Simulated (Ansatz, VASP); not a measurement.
**Two plane-wave programs on SiC**

File INCAR:

```
SYSTEM = SiC
PREC = Accurate ; ENCUT = 520
EDIFF = 1E-7 ; ISMEAR = 0
SIGMA = 0.01 ; LREAL = .FALSE.
LASPH = .TRUE. ; NELM = 60
ALGO = Normal ; ISIF = 2
LWAVE = .FALSE. ; LCHARG = .TRUE.
GGA = CA ; LELF = .TRUE.
LVHAR = .TRUE. ; NBANDS = 11
```

Contents of KPOINTS:

```
regular mesh
0
G
  10 10 10
  0 0 0
```

Contents of POSCAR:

```
SiC
1.0
    0.0000000000      2.2015855622      2.2015855622
    2.2015855622      0.0000000000      2.2015855622
    2.2015855622      2.2015855622      0.0000000000
Si C
1 1
Direct
    0.0000000000      0.0000000000      0.0000000000
    0.2500000000      0.2500000000      0.2500000000
```

Input for Ansatz:

```yaml
crystal:
  lattice:
    - [0.0, 2.2015855622, 2.2015855622]
    - [2.2015855622, 0.0, 2.2015855622]
    - [2.2015855622, 2.2015855622, 0.0]
  atoms:
    - { symbol: Si, position: [0.0, 0.0, 0.0] }
    - { symbol: C, position: [0.25, 0.25, 0.25] }
scf:
  occupations: { method: fixed }
output:
  forces: true
  stress: true
  eigenvalues: true
  write_density: true
  write_potential: true
  elf: true
  volumetric_format: npy
hamiltonian:
  xc: lda
basis:
  ecutwfc: 560
kpoints:
  mp_grid: { grid: [10, 10, 10] }
```

Alike in both runs: task single point; functional LDA; k mesh 10 × 10 × 10; no spin polarisation.

```csv
,VASP,Ansatz
version,VASP 6.6.1,Ansatz 0.2.0
potentials or method,"VASP PAW LDA potentials, release 64 (Si, C), cutoff 520 eV","scalar-relativistic, plane waves, PAW"
occupations,"gaussian, width 0.01 eV",fixed
valence electrons in the cell,8,8
```

|  | VASP | Ansatz | Ansatz less VASP |
| --- | --- | --- | --- |
| gap on the k mesh at the Fermi level (eV) | 1.33 | 1.34 | +0.012 |
| least direct gap on the mesh (eV) | 4.46 | 4.47 | +0.011 |
| pressure (GPa) | -10.2 | -10.6 | -0.38 |

LDA's correlation is that of Perdew and Zunger in VASP and of Perdew and Wang (1992) in Ansatz.
